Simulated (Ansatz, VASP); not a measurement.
**Two plane-wave programs on Si**

The input POSCAR:

```
Si
1.0
    3.8313174605      0.0000000000      0.0000000000
   -1.9156587303      3.6912953040      0.0000000000
    0.0000000000      0.0000000000      6.3326220002
Si
4
Direct
    0.3333333333      0.6666666667      0.0630095000
    0.6666666667      0.3333333333      0.5630095000
    0.3333333333      0.6666666667      0.4369905000
    0.6666666667      0.3333333333      0.9369905000
```

Contents of INCAR.step1:

```
  PREC = Accurate
  ENCUT = 520
  ISMEAR = 0
  SIGMA = 0.05
  LREAL = False
  LASPH = True
  NELM = 80
  NBANDS = 16
  GGA = PE
  ALGO = Normal
  EDIFF = 1E-4
  LWAVE = True
  LCHARG = False
```

The input INCAR.step2:

```
  PREC = Accurate
  ENCUT = 520
  EDIFF = 1E-6
  ISMEAR = 0
  SIGMA = 0.05
  LREAL = False
  LASPH = True
  NELM = 80
  ALGO = Normal
  ISIF = 2
  LWAVE = False
  LCHARG = False
  METAGGA = R2SCAN
  LMIXTAU = True
  NBANDS = 16
  ISTART = 1
```

The input KPOINTS:

```
Automatic mesh
0
Gamma
  12 12 6
```

Input for Ansatz:

```yaml
crystal:
  lattice:
    - [3.8313174605, 0.0, 0.0]
    - [-1.9156587303, 3.691295304, 0.0]
    - [0.0, 0.0, 6.3326220002]
  atoms:
    - { symbol: Si, position: [0.3333333333, 0.6666666667, 0.0630095] }
    - { symbol: Si, position: [0.6666666667, 0.3333333333, 0.5630095] }
    - { symbol: Si, position: [0.3333333333, 0.6666666667, 0.4369905] }
    - { symbol: Si, position: [0.6666666667, 0.3333333333, 0.9369905] }
basis:
  ecutwfc: 500
kpoints:
  mp_grid: { grid: [12, 12, 6] }
hamiltonian:
  xc: r2scan
scf:
  occupations: { method: gaussian, width: 0.05 }
output:
  forces: true
  stress: true
  eigenvalues: true
```

Change from the starting cell: strain +0.1125 x Voigt [0, 1, 0, 0, 0, 0], atoms carried along.

Alike in both runs: task single point; functional r2SCAN; k mesh 12 × 12 × 6; occupations gaussian, width 0.05 eV; no spin polarisation.

|  | VASP | Ansatz |
| --- | --- | --- |
| version | VASP 6.6.1 | Ansatz 0.2.0 |
| potentials or method | VASP PAW PBE potentials, release 64 (Si), cutoff 520 eV | scalar-relativistic, plane waves, PAW |
| valence electrons in the cell | 16 | 16 |

|  | VASP | Ansatz | Ansatz less VASP |
| --- | --- | --- | --- |
| gap on the k mesh at the Fermi level (eV) | 0.03 | 0.03 | -0.005 |
| least direct gap on the mesh (eV) | 0.14 | 0.13 | -0.004 |
| pressure (GPa) | -7.4 | -7.2 | +0.18 |
| traceless stress, the component that is largest in VASP (GPa) | -10.09 | -10.06 | +0.035 |
| rms of the force components (eV/Å) | 0.271 | 0.276 | +0.0049 |

VASP's potentials were made for PBE, not for r2SCAN. Atom by atom the forces differ by 0.005 eV/Å (rms over components). The functional is the same, so the differences come from potentials, cutoffs and numerics.
